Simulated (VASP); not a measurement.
# TiAl3 (I4mm) in VASP: notebook

TiAl3 is run at these levels: PBEsol; tasks: single point.

Everything below comes from runs of VASP 6.6.1. Logs are shortened: lines on timing, memory, paths and dates and some standing lists are left out, and cuts for length are marked.

### Step 1. The cell of the first run

It takes space group I4mm (No. 107, tetragonal). The conventional cell has a = 3.816 Å, b = 3.816 Å, c = 8.554 Å, α = 90.00°, β = 90.00°, γ = 90.00°. Ti (site symmetry 4mm) has 12 Al at 2.70 to 2.87 Å within 3.6 Å. Al (site symmetry 4mm) has 4 Ti at 2.70 Å and 8 Al at 2.77 to 2.96 Å within 3.6 Å. Al (site symmetry 2mm) has 8 Al at 2.70 to 2.96 Å and 4 Ti at 2.87 Å within 3.6 Å.

### Step 2. Single point, PBEsol (atom 2 (Al) moved +0.125 Å along Cartesian [0 0 1])

File INCAR:

```
SYSTEM = TiAl3
  PREC = Accurate
  ENCUT = 520
  EDIFF = 1E-6
  ISMEAR = 0
  SIGMA = 0.15
  LREAL = .FALSE.
  LASPH = .TRUE.
  NELM = 80
  ALGO = Fast
  ISIF = 2
  LWAVE = .FALSE.
  LCHARG = .FALSE.
  GGA = PS
  NBANDS = 18
```

File KPOINTS:

```
Automatic mesh
0
G
  18 18 18
  0 0 0
```

File POSCAR:

```
TiAl3
1.0
   -1.9077740733      1.9077740733      4.2769968076
    1.9077740733     -1.9077740733      4.2769968076
    1.9077740733      1.9077740733     -4.2769968076
Ti Al
1 3
Direct
    0.0000000000      0.0000000000      0.0000000000
    0.5146130574      0.5146130574      0.0000000000
    0.7500000000      0.2500000000      0.5000000000
    0.2500000000      0.7500000000      0.5000000000
```

Potentials or basis: VASP PAW PBE potentials, release 64 (Ti_sv, Al).

The run is started by

```bash
$ cat potpaw_PBE.64/Ti_sv/POTCAR potpaw_PBE.64/Al/POTCAR > POTCAR
$ mpirun -np 1 vasp_std > vasp.out
```

OUTCAR:

```text
SYSTEM = TiAl3
   PREC = Accurate
   ENCUT = 520
   EDIFF = 1E-6
   ISMEAR = 0
   LREAL = .FALSE.
   LASPH = .TRUE.
   NELM = 80
   ISIF = 2
   GGA = PS

 ion  position               nearest neighbor table
   1  0.000  0.000  0.000-   2 2.70   2 2.70   2 2.70   2 2.70   4 2.87   3 2.87   3 2.87   4 2.87
                             4 2.87   3 2.87   3 2.87   4 2.87
   2  0.515  0.515  0.000-   1 2.70   1 2.70   1 2.70   1 2.70   4 2.77   3 2.77   4 2.77   3 2.77
                             4 2.96   4 2.96   3 2.96   3 2.96
   3  0.750  0.250  0.500-   4 2.70   4 2.70   4 2.70   4 2.70   2 2.77   2 2.77   1 2.87   1 2.87
                             1 2.87   1 2.87   2 2.96   2 2.96
   4  0.250  0.750  0.500-   3 2.70   3 2.70   3 2.70   3 2.70   2 2.77   2 2.77   1 2.87   1 2.87
                             1 2.87   1 2.87   2 2.96   2 2.96

  LATTYP: Found a body centered tetragonal cell.
 ALAT       =     3.8155481466
 C/A-ratio  =     2.2418780439

  Lattice vectors:

 A1 = (  -1.9077740733,   1.9077740733,   4.2769968076)
 A2 = (   1.9077740733,  -1.9077740733,   4.2769968076)
 A3 = (   1.9077740733,   1.9077740733,  -4.2769968076)

Analysis of symmetry for initial positions (statically):
=====================================================================
 Subroutine PRICEL returns:
 Original cell was already a primitive cell.

 Routine SETGRP: Setting up the symmetry group for a
 body centered tetragonal supercell.

 Subroutine GETGRP returns: Found  8 space group operations
 (whereof  8 operations were pure point group operations)
 out of a pool of 16 trial point group operations.

The static configuration has the point symmetry C_4v.

Analysis of symmetry for dynamics (positions and initial velocities):
=====================================================================
 Subroutine PRICEL returns:
 Original cell was already a primitive cell.

 Routine SETGRP: Setting up the symmetry group for a
 body centered tetragonal supercell.

 Subroutine GETGRP returns: Found  8 space group operations
 (whereof  8 operations were pure point group operations)
 out of a pool of 16 trial point group operations.

The dynamic configuration has the point symmetry C_4v.

 Subroutine INISYM returns: Found  8 space group operations
 (whereof  8 operations are pure point group operations),
 and found     1 'primitive' translations

----------------------------------------------------------------------------------------

                                     Primitive cell

  volume of cell :      62.2663

  direct lattice vectors                    reciprocal lattice vectors
    -1.907774073  1.907774073  4.276996808     0.000000000  0.262085541  0.116904459
     1.907774073 -1.907774073  4.276996808     0.262085541  0.000000000  0.116904459
     1.907774073  1.907774073 -4.276996808     0.262085541  0.262085541  0.000000000

  length of vectors
     5.056867165  5.056867165  5.056867165     0.286976451  0.286976451  0.370644927

  position of ions in fractional coordinates (direct lattice)
     0.000000000  0.000000000  0.000000000
     0.514613057  0.514613057  0.000000000
     0.750000000  0.250000000  0.500000000
     0.250000000  0.750000000  0.500000000

  ion indices of the primitive-cell ions
   primitive index   ion index
                 1           1
                 2           2
                 3           3
                 4           4

----------------------------------------------------------------------------------------

 KPOINTS: Automatic mesh

Automatic generation of k-mesh.
 Grid dimensions read from file:
 generate k-points for:   18   18   18

 Generating k-lattice:

  Cartesian coordinates                     Fractional coordinates (reciprocal lattice)
     0.000000000  0.014560308  0.006494692     0.055555556  0.000000000  0.000000000
     0.014560308  0.000000000  0.006494692     0.000000000  0.055555556  0.000000000
     0.014560308  0.014560308  0.000000000     0.000000000  0.000000000  0.055555556

  Length of vectors
     0.015943136  0.015943136  0.020591385

  Shift w.r.t. Gamma in fractional coordinates (k-lattice)
     0.000000000  0.000000000  0.000000000

 Subroutine IBZKPT returns following result:
 ===========================================

 Found    480 irreducible k-points:

 Following reciprocal coordinates:
            Coordinates               Weight
  0.000000  0.000000  0.000000      1.000000
  0.055556  0.000000 -0.000000      8.000000
  0.111111  0.000000 -0.000000      8.000000
  0.166667  0.000000 -0.000000      8.000000
  0.222222  0.000000 -0.000000      8.000000
  0.277778  0.000000 -0.000000      8.000000
[... 16 lines left out ...]
 -0.277778  0.055556  0.000000     16.000000
 -0.222222  0.055556  0.000000     16.000000
 [... further k-points ...]
   k-points           NKPTS =    480   k-points in BZ     NKDIM =    480   number of bands    NBANDS=     18
   number of dos      NEDOS =    301   number of ions     NIONS =      4
   total plane-waves  NPLWV =  64000
   dimension x,y,z NGX =    40 NGY =   40 NGZ =   40
   dimension x,y,z NGXF=    80 NGYF=   80 NGZF=   80
   ions per type =               1   3
   NGX,Y,Z   is equivalent  to a cutoff of  13.15, 13.15, 13.15 a.u.
   NGXF,Y,Z  is equivalent  to a cutoff of  26.30, 26.30, 26.30 a.u.
 SYSTEM =  TiAl3
   PREC   = accura    normal or accurate (medium, high low for compatibility)
   ISTART =      0    job   : 0-new  1-cont  2-samecut
   ICHARG =      2    charge: 1-file 2-atom 10-const
   ISPIN  =      1    spin polarized calculation?
   LNONCOLLINEAR =      F non collinear calculations
   LSORBIT =      F    spin-orbit coupling
   LASPH  =      T    aspherical Exc in radial PAW
   ENCUT  =  520.0 eV  38.22 Ry    6.18 a.u.   9.40  9.40  9.40*2*pi/ulx,y,z
   NELM   =     80;   NELMIN=  2; NELMDL= -5     # of ELM steps
   EDIFF  = 0.1E-05   stopping-criterion for ELM
   LREAL  =      F    real-space projection
   EDIFFG = 0.1E-04   stopping-criterion for IOM
   NSW    =      0    number of steps for IOM
   IBRION =     -1    ionic relax: 0-MD 1-quasi-New 2-CG
   NFREE  =      0    steps in history (QN), initial steepest desc. (CG)
   ISIF   =      2    stress and relaxation
   ISYM   =      2    0-nonsym 1-usesym 2-fastsym
   POTIM  = 0.5000    time-step for ionic-motion
   TEBEG  =    0.0;   TEEND  =   0.0 temperature during run
   PSTRESS=    0.0 pullay stress
   NELECT =      21.0000    total number of electrons
   NUPDOWN=      -1.0000    fix difference up-down
   EMIN   =  10.00;   EMAX   =-10.00  energy-range for DOS
   EFERMI =   0.00;   METHOD = LEGACY
   ISMEAR =     0;   SIGMA  =   0.15  broadening in eV -4-tet -1-fermi 0-gaus
   EFERMI_NEDOS =   21; number of points for ismear=-14 and -15
   IALGO  =     68    algorithm
   IMIX   =      4    mixing-type and parameters
     AMIX     =   0.40;   BMIX     =  1.00
     AMIX_MAG =   1.60;   BMIX_MAG =  1.00
  volume/ion in A,a.u.               =      15.57       105.05
  Fermi-wavevector in a.u.,A,eV,Ry     =   1.139542  2.153422 17.667926  1.298556
  Thomas-Fermi vector in A             =   2.276245
   LORBIT       =      0    0 simple, 1 ext, 2 COOP (PROOUT), +10 PAW based schemes
   GGA     = PS    functional components
   LHFCALC =     F    Hartree Fock is set to
   AEXX    =    0.0000 exact exchange contribution
   IVDW    =     0    specifies the selected vdW correction
   LEPSILON=     F    determine dielectric tensor
   LRPA    =     F    only Hartree local field effects (RPA)
 non-spin polarized calculation
 RMM-DIIS sequential band-by-band and
 Gauss-broadening in eV      SIGMA  =   0.15
  energy-cutoff  :      520.00
  volume of cell :       62.27
 maximum number of plane-waves:      1696
 NGX is ok and might be reduce to    40
   NGX = 19   NGY = 19   NGZ = 19

 number of electron      20.9999999 magnetization

 Free energy of the ion-electron system (eV)
  ---------------------------------------------------
  ext. energy  EPLUGINS =         0.00000000
  ---------------------------------------------------
  free energy    TOTEN  =       -22.20443189 eV

  energy without entropy =      -22.18509713  energy(sigma->0) =      -22.19476451

 E-fermi :   8.3298     XC(G=0): -10.8938

 val. band max:        8.3287303111   @ k =  -0.4444   0.4444   0.2222
 cond. band min:       8.3307189817   @ k =  -0.2222   0.2222   0.2222
 fundamental gap:      0.0019886705
 Fermi energy:         8.3298407691

 k-point     1 :       0.0000    0.0000    0.0000
  band No.  band energies     occupation
      1     -47.8657      2.00000
      2     -24.2863      2.00000
      3     -24.2863      2.00000
      4     -24.2083      2.00000
      5      -1.8217      2.00000
      6       5.4557      2.00000
[... 10 lines left out ...]
     17      12.1825      0.00000
     18      12.1826      0.00000

 k-point     2 :       0.0556    0.0000   -0.0000
  band No.  band energies     occupation
      1     -47.8657      2.00000
      2     -24.2872      2.00000
      3     -24.2863      2.00000
      4     -24.2083      2.00000
      5      -1.7829      2.00000
      6       5.2343      2.00000
[... 10 lines left out ...]
     17      12.1943      0.00000
     18      12.4241      0.00000

 k-point     3 :       0.1111    0.0000   -0.0000
  band No.  band energies     occupation
      1     -47.8656      2.00000
      2     -24.2897      2.00000
      3     -24.2861      2.00000
      4     -24.2082      2.00000
      5      -1.6670      2.00000
      6       4.9370      2.00000
[... 10 lines left out ...]
     17      12.2389      0.00000
     18      12.9892      0.00000

 k-point     4 :       0.1667    0.0000   -0.0000
  band No.  band energies     occupation
      1     -47.8654      2.00000
      2     -24.2937      2.00000
      3     -24.2858      2.00000
      4     -24.2080      2.00000
      5      -1.4751      2.00000
      6       4.6294      2.00000
[... 375 lines left out ...]
      4     -24.2071      2.00000
      5      -0.4996      2.00000
      6       3.2557      2.00000
[... 10 lines left out ...]
     17      13.1645      0.00000
     18      13.4928      0.00000

 k-point    23 :      -0.2778    0.0556    0.0000
  band No.  band energies     occupation
      1     -47.8648      2.00000
      2     -24.3034      2.00000
      3     -24.2860      2.00000
      4     -24.2073      2.00000
      5      -0.8941      2.00000
      6       3.9061      2.00000
[... 10 lines left out ...]
     17      12.6998      0.00000
     18      13.5433      0.00000

 k-point    24 :      -0.2222    0.0556    0.0000
  band No.  band energies     occupation
      1     -47.8651      2.00000
      2     -24.2984      2.00000
      3     -24.2864      2.00000
      4     -24.2076      2.00000
      5      -1.2202      2.00000
      6       4.4791      2.00000
[... 10 lines left out ...]
     17      12.6485      0.00000
     18      13.8202      0.00000

 [... further k-points ...]
[... 5 lines left out ...]
  --------------------------------------------------------------------------------------
  -------------------------------------------------------------------------------------
  Total        0.1413934      0.1413934      0.1249872      0.0000000      0.0000000      0.0000000
  in kB        3.6382040      3.6382040      3.2160533      0.0000000      0.0000000      0.0000000
  external PRESSURE =       3.4974871 kB  Pullay stress =       0.0000000 kB

 VOLUME and BASIS-vectors are now :
 -----------------------------------------------------------------------------
  energy-cutoff  :      520.00
  volume of cell :       62.27
      direct lattice vectors                 reciprocal lattice vectors
    -1.907774073  1.907774073  4.276996808     0.000000000  0.262085541  0.116904459
     1.907774073 -1.907774073  4.276996808     0.262085541  0.000000000  0.116904459
     1.907774073  1.907774073 -4.276996808     0.262085541  0.262085541  0.000000000

 POSITION                                       TOTAL-FORCE (eV/Angst)
 -----------------------------------------------------------------------------------
      0.00000      0.00000      0.00000         0.000000      0.000000     -0.028377
      0.00000      0.00000      4.40200         0.000000      0.000000     -0.536776
     -0.00000      1.90777      2.13850         0.000000     -0.000000      0.282577
      1.90777     -0.00000      2.13850        -0.000000      0.000000      0.282577
 -----------------------------------------------------------------------------------
    total drift:                                0.000000      0.000000      0.000119

  FREE ENERGIE OF THE ION-ELECTRON SYSTEM (eV)
  ---------------------------------------------------
  free  energy   TOTEN  =       -22.2044318863 eV

  energy  without entropy=      -22.1850971349  energy(sigma->0) =      -22.19476451
```

It took 54 min on 1 thread of Intel Xeon 8259CL, shared host; peak memory 0.64 GiB.

Results:

| Quantity | Value |
| --- | --- |
| Free energy | -22.2044 eV |
| Pressure | 0.3 GPa |
| Largest force | 0.537 eV/Å |
| Band gap on the k mesh | zero (an odd number of electrons rules out a gap without spin polarisation) |

Forces in eV/Å, atoms in the order of the input:
```
Ti   0.000  0.000 -0.028
Al   0.000  0.000 -0.537
Al   0.000  0.000  0.283
Al   0.000  0.000  0.283
```

Caveat: the cell differs from its parent crystal (atom 2 (Al) moved +0.125 Å along Cartesian [0 0 1]); the PAW data sets were made with another functional, which shifts forces and pressure a little.

### Step 3. Single point, PBEsol (atom 2 (Al) moved +0.075 Å along Cartesian [0 0 1])

File INCAR:

```
PREC = Accurate
ENCUT = 520
EDIFF = 1E-6
ISMEAR = 0
SIGMA = 0.15
LREAL = F
LASPH = T
NELM = 100
ALGO = Fast
ISIF = 2
LWAVE = F
LCHARG = F
GGA = PS
NBANDS = 18
```

File KPOINTS:

```
Automatic mesh
0
Gamma
  18 18 18
```

POSCAR: that of step 2 with these lines changed.

```diff
@@ -9,3 +9,3 @@
     0.0000000000      0.0000000000      0.0000000000
-    0.5146130574      0.5146130574      0.0000000000
+    0.5087678345      0.5087678345      0.0000000000
     0.7500000000      0.2500000000      0.5000000000
```

Potentials or basis: VASP PAW PBE potentials, release 64 (Ti_sv, Al).

The run is started by

```bash
$ cat potpaw_PBE.64/Ti_sv/POTCAR potpaw_PBE.64/Al/POTCAR > POTCAR
$ mpirun -np 1 vasp_std > vasp.out
```

It took 56 min on 1 thread of Intel Xeon 8259CL, shared host; peak memory 0.64 GiB.

It converged, with:

- Free energy: -22.2258 eV
- Pressure: 0.2 GPa
- Largest force: 0.318 eV/Å
- Band gap on the k mesh: zero (an odd number of electrons rules out a gap without spin polarisation)

Forces in eV/Å, atoms in the order of the input:
```
Ti   0.000  0.000 -0.017
Al   0.000  0.000 -0.318
Al   0.000  0.000  0.168
Al   0.000  0.000  0.168
```

Stress tensor (GPa, compression positive):
```
0.20 0.00 0.00
0.00 0.20 0.00
0.00 0.00 0.11
```

Levels at points of the mesh, in eV from the Fermi level:
| k point | band 8 | band 9 | band 10 | band 11 | band 12 | band 13 | band 14 | band 15 |
| --- | --- | --- | --- | --- | --- | --- | --- | --- |
| (0.00, 0.00, 0.00) | -1.43 | -1.24 | -1.24 | 0.85 | 1.78 | 1.78 | 2.22 | 2.51 |
| (0.50, 0.00, 0.00) | -2.95 | -1.06 | -0.27 | 0.51 | 1.82 | 2.10 | 2.73 | 3.19 |
| (0.50, 0.50, 0.00) | -3.78 | -2.69 | -2.22 | -1.00 | 1.79 | 1.96 | 2.70 | 2.88 |
| (0.50, 0.50, 0.50) | -0.92 | -0.92 | -0.25 | 0.71 | 0.71 | 0.97 | 3.07 | 4.81 |

Caveat: the cell differs from its parent crystal (atom 2 (Al) moved +0.075 Å along Cartesian [0 0 1]); the PAW data sets were made with another functional, which shifts forces and pressure a little.
